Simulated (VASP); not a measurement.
LiF (Griceite):

```
CELL_PARAMETERS angstrom
0.00000 2.00048 2.00048
2.00048 0.00000 2.00048
2.00048 2.00048 0.00000
ATOMIC_POSITIONS crystal
F 0.50000 0.50000 0.50000
Li 0.00000 0.00000 0.00000
```

Base run:

- Program: VASP 6.6.1
- Functional: r2SCAN
- Potentials or basis: VASP PAW PBE potentials, release 64 (F, Li_sv)
- Cutoff: 520 eV
- k mesh: 11 × 11 × 11
- Occupations: fermi-dirac, width 0.05 eV
- Spin: no spin polarisation

Its results: band gap on the k mesh 10.47 eV, direct.

Q: The run is repeated on the same cell with these changes: functional from r2SCAN to LDA; potentials or basis from VASP PAW PBE potentials, release 64 (F, Li_sv) to VASP PAW LDA potentials, release 64 (F, Li_sv). What comes out?

A: Band gap on the k mesh 9.02 eV, direct.

A k mesh can miss the band edges.
